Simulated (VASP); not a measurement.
Ge, 2 atoms in the cell. It takes space group Fd-3m (No. 227, cubic). Conventional cell: a = 5.658 Å, b = 5.658 Å, c = 5.658 Å, α = 90.00°, β = 90.00°, γ = 90.00°. Within 3.2 Å of Ge (site symmetry -43m) lie 4 Ge at 2.45 Å. 

* Program: VASP 6.6.1
* Task: relaxation of cell and atoms
* Functional: BLYP
* Potentials or basis: VASP PAW PBE potentials, release 64 (Ge_d)
* Cutoff: 600 eV
* k mesh: 8 × 8 × 8
* Occupations: fermi-dirac, width 0.05 eV
* Spin: no spin polarisation
* Dipole correction: no
* Further INCAR settings: ALGO = Normal; EDIFF = 1e-06; IBRION = 2; EDIFFG = -0.02; NSW = 80; ISIF = 3

Potentials or basis: VASP PAW PBE potentials, release 64 (Ge_d).

The run is started by

```bash
$ cat potpaw_PBE.64/Ge_d/POTCAR > POTCAR
$ mpirun -np 1 vasp_std > vasp.out
```

Hardware: 1 thread of Intel Xeon 8259CL (shared host).

Q: Estimate the wall time of this run.

A: Wall time 3.2 min on 1 thread of Intel Xeon 8259CL, on a shared host, peak memory 0.19 GiB. Counts: scf iterations 51, k points 29, ion steps 10.
